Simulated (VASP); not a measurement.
# SrTiO3 (P1) in VASP: single point with r2SCAN

Aim: the single point of SrTiO3 with r2SCAN.

All numbers are computed with VASP 6.6.1; they aren't measurements. Logs are shortened: lines on timing, memory, paths and dates and some standing lists are left out, and cuts for length are marked.

## (1) The cell of the first run

The typed cell holds 5 atoms: a = 3.959 Å, b = 3.963 Å, c = 3.971 Å, α = 91.81°, β = 87.28°, γ = 91.85°.

## (2) Single point, r2SCAN, collinear spin, zero start

Input file POSCAR:

```
SrTiO3
1.0
    3.9578010000     -0.0632810000      0.0935220000
   -0.0632810000      3.9624200000     -0.0619240000
    0.0935220000     -0.0619240000      3.9693280000
Sr Ti O
1 1 3
Direct
    0.0069660000      0.9885060000      0.9879490000
    0.4842240000      0.4575940000      0.4569880000
    0.9900800000      0.5447070000      0.5140910000
    0.4243770000      0.9802080000      0.5326750000
    0.4864080000      0.5119240000      0.0145950000
```

Input file INCAR.step1:

```
PREC = Accurate ; ENCUT = 520
ISMEAR = -1 ; SIGMA = 0.1
LREAL = F ; LASPH = T
NELM = 150 ; ISPIN = 2
MAGMOM = 0 0 0 0 0 ; LMAXMIX = 4
NBANDS = 32 ; GGA = PE
ALGO = Normal ; EDIFF = 1E-4
LWAVE = T ; LCHARG = F
```

Input file INCAR.step2:

```
PREC = Accurate ; ENCUT = 520
EDIFF = 1E-6 ; ISMEAR = -1
SIGMA = 0.1 ; LREAL = F
LASPH = T ; NELM = 150
ALGO = Normal ; ISIF = 2
LWAVE = F ; LCHARG = F
ISPIN = 2 ; MAGMOM = 0 0 0 0 0
LORBIT = 11 ; LMAXMIX = 4
METAGGA = R2SCAN ; LMIXTAU = T
NBANDS = 32 ; ISTART = 1
```

Input file KPOINTS:

```
Automatic mesh
0
Gamma
  5 5 5
  0 0 0.5
```

Potentials or basis: VASP PAW PBE potentials, release 64 (Sr_sv, Ti_sv, O).

Started as:

```sh
> cat potpaw_PBE.64/Sr_sv/POTCAR potpaw_PBE.64/Ti_sv/POTCAR potpaw_PBE.64/O/POTCAR > POTCAR
> cp INCAR.step1 INCAR
> mpirun -np 1 vasp_std > vasp.out
> cp INCAR.step2 INCAR
> mpirun -np 1 vasp_std > vasp.out
```

OUTCAR:

```text
PREC = Accurate
   ENCUT = 520
   EDIFF = 1E-6
   ISMEAR = -1
   LREAL = F
   LASPH = T
   NELM = 150
   ISIF = 2
   ISPIN = 2
   LORBIT = 11
   METAGGA = R2SCAN
   ISTART = 1

 ion  position               nearest neighbor table
   1  0.007  0.989  0.988-   4 2.39   3 2.54   5 2.73   5 2.75   5 2.77   3 2.77   4 2.79   3 2.95
                             5 2.97   3 2.99   4 3.00   4 3.09   2 3.22   2 3.30   2 3.33   2 3.43
   2  0.484  0.458  0.457-   5 1.78   4 1.93   3 2.00   3 2.04   4 2.10   5 2.22   1 3.22   1 3.30
                             1 3.33   1 3.43   1 3.47   1 3.51   1 3.61   1 3.62
   3  0.990  0.545  0.514-   2 2.00   2 2.04   1 2.54   1 2.77   1 2.95   1 2.99
   4  0.424  0.980  0.533-   2 1.93   2 2.10   1 2.39   1 2.79   1 3.00   1 3.09
   5  0.486  0.512  0.015-   2 1.78   2 2.22   1 2.73   1 2.75   1 2.77   1 2.97

  LATTYP: Found a triclinic cell.
 ALAT       =     3.9594115226
 B/A-ratio  =     1.3822945144
 C/A-ratio  =     1.0010096275
 COS(alpha) =     0.0004567131
 COS(beta)  =     0.0323072882
 COS(gamma) =     0.6890428389

  Lattice vectors:

 A1 = (  -3.9578010000,   0.0632810000,  -0.0935220000)
 A2 = (  -3.8642790000,   0.0013570000,   3.8758060000)
 A3 = (  -0.0632810000,   3.9624200000,  -0.0619240000)

Analysis of symmetry for initial positions (statically):
=====================================================================
 Subroutine PRICEL returns:
 Original cell was already a primitive cell.

 Routine SETGRP: Setting up the symmetry group for a
 triclinic supercell.

 Subroutine GETGRP returns: Found  1 space group operations
 (whereof  1 operations were pure point group operations)
 out of a pool of  2 trial point group operations.

The static configuration has the point symmetry C_1 .

Analysis of symmetry for dynamics (positions and initial velocities):
=====================================================================
 Subroutine PRICEL returns:
 Original cell was already a primitive cell.

 Routine SETGRP: Setting up the symmetry group for a
 triclinic supercell.

 Subroutine GETGRP returns: Found  1 space group operations
 (whereof  1 operations were pure point group operations)
 out of a pool of  2 trial point group operations.

The dynamic configuration has the point symmetry C_1 .

Analysis of structural, dynamic, and magnetic symmetry:
=====================================================================
 Subroutine PRICEL returns:
 Original cell was already a primitive cell.

 Routine SETGRP: Setting up the symmetry group for a
 triclinic supercell.

 Subroutine GETGRP returns: Found  1 space group operations
 (whereof  1 operations were pure point group operations)
 out of a pool of  2 trial point group operations.
[... 143 lines left out ...]
   NGX = 15   NGY = 15   NGZ = 15

 number of electron      40.0000003 magnetization       0.0000000

 number of electron      40.0000003 magnetization      -0.0000000

 Free energy of the ion-electron system (eV)
  ---------------------------------------------------
  ext. energy  EPLUGINS =         0.00000000
  ---------------------------------------------------
  free energy    TOTEN  =       -62.53863346 eV

  energy without entropy =      -62.53863308  energy(sigma->0) =      -62.53863327

 E-fermi :   5.0099     XC(G=0): -11.6679

 val. band max:        3.5698030756   @ k =  -0.4000   0.4000   0.3000
 cond. band min:       6.4101657227   @ k =   0.0000   0.0000   0.1000
 fundamental gap:      2.8403626471
 Fermi energy:         5.0099180219

 spin component 1

 k-point     1 :       0.0000    0.0000    0.1000
  band No.  band energies     occupation
      1     -55.1373      1.00000
      2     -30.4735      1.00000
      3     -30.3666      1.00000
      4     -30.2992      1.00000
      5     -30.2776      1.00000
      6     -14.8670      1.00000
[... 829 lines left out ...]
     31      14.5430      0.00000
     32      16.6792      0.00000

 [... further k-points ...]

 spin component 2

 k-point     1 :       0.0000    0.0000    0.1000
  band No.  band energies     occupation
      1     -55.1373      1.00000
      2     -30.4735      1.00000
      3     -30.3666      1.00000
      4     -30.2992      1.00000
      5     -30.2776      1.00000
      6     -14.8670      1.00000
[... 829 lines left out ...]
     31      14.5430      0.00000
     32      16.6792      0.00000

 [... further k-points ...]

------------------------ aborting loop because EDIFF is reached ----------------------------------------

  FORCE on cell =-STRESS in cart. coord.  units (eV):
  Direction    XX          YY          ZZ          XY          YZ          ZX
  --------------------------------------------------------------------------------------
  -------------------------------------------------------------------------------------
  Total       -1.5092391     -2.2623222      1.2394743      1.6347424      2.0282564     -2.4095223
  in kB      -38.8857866    -58.2890917     31.9352521     42.1193989     52.2583496    -62.0817259
  external PRESSURE =     -21.7465421 kB  Pullay stress =       0.0000000 kB

 VOLUME and BASIS-vectors are now :
 -----------------------------------------------------------------------------
  energy-cutoff  :      520.00
  volume of cell :       62.18
      direct lattice vectors                 reciprocal lattice vectors
     3.957801000 -0.063281000  0.093522000     0.252867983  0.003946229 -0.005896301
    -0.063281000  3.962420000 -0.061924000     0.003946229  0.252494154  0.003846089
     0.093522000 -0.061924000  3.969328000    -0.005896301  0.003846089  0.252130738

 POSITION                                       TOTAL-FORCE (eV/Angst)
 -----------------------------------------------------------------------------------
      0.05741      3.85526      3.86093        -0.543387     -0.492652      0.126699
      1.93024      1.75424      1.83088        -0.089644      1.043380      1.896864
      3.93215      2.06387      2.09946        -1.396852     -1.794839     -0.455695
      1.66739      3.82416      2.09335         1.773698      2.103203     -1.049794
      1.89408      1.99677      0.07172         0.256185     -0.859092     -0.518074
 -----------------------------------------------------------------------------------
    total drift:                                0.002014     -0.000634      0.003304

  FREE ENERGIE OF THE ION-ELECTRON SYSTEM (eV)
  ---------------------------------------------------
  free  energy   TOTEN  =       -62.5386334555 eV

  energy  without entropy=      -62.5386330799  energy(sigma->0) =      -62.53863327

 total charge

# of ion       s       p       d       tot
------------------------------------------
    1        2.001   5.883   0.204   8.088
    2        2.222   6.277   1.746  10.244
    3        1.567   3.486   0.000   5.052
    4        1.571   3.495   0.000   5.066
    5        1.577   3.503   0.000   5.080
--------------------------------------------------
tot          8.937  22.644   1.950  33.531

 magnetization (x)

# of ion       s       p       d       tot
------------------------------------------
    1       -0.000  -0.000  -0.000  -0.000
    2       -0.000   0.000   0.000   0.000
    3       -0.000   0.000   0.000   0.000
    4        0.000  -0.000   0.000  -0.000
    5       -0.000  -0.000   0.000  -0.000
--------------------------------------------------
tot         -0.000  -0.000   0.000  -0.000
```

It took 7.8 min on 1 thread of Intel Xeon Platinum 8488C (Sapphire Rapids), shared host; peak memory 0.33 GiB.

What came out:

```
Free energy                                           : -62.5386 eV
Pressure                                              : -2.2 GPa
Largest force                                         : 2.945 eV/Å
Band gap on the k mesh                                : 2.84 eV (least direct gap 3.25 eV)
Net moment                                            : 0.00 μB per cell
Valence electrons inside the program's atomic spheres : Sr 8.09; Ti 10.24; O 5.05, 5.07, 5.08
```

Forces in eV/Å, atoms in the order of the input:
```
Sr  -0.543 -0.493  0.127
Ti  -0.090  1.043  1.897
O   -1.397 -1.795 -0.456
O    1.774  2.103 -1.050
O    0.256 -0.859 -0.518
```

Levels at points of the mesh, in eV from the valence-band top:
Spin up:
| k point | band 16 | band 17 | band 18 | band 19 | band 20 | band 21 | band 22 | band 23 | band 24 | band 25 |
| --- | --- | --- | --- | --- | --- | --- | --- | --- | --- | --- |
| (0.00, 0.00, 0.50) | -2.53 | -2.27 | -1.89 | -1.38 | -0.43 | 3.27 | 4.16 | 4.23 | 4.82 | 6.53 |
Spin down:
```tsv
k point	band 16	band 17	band 18	band 19	band 20	band 21	band 22	band 23	band 24	band 25
(0.00, 0.00, 0.50)	-2.53	-2.27	-1.89	-1.38	-0.43	3.27	4.16	4.23	4.82	6.53
```

Caveat: the PAW data sets were made with another functional, which shifts forces and pressure a little; a shifted mesh leaves out Γ, where band edges can lie. A k mesh can miss the band edges.
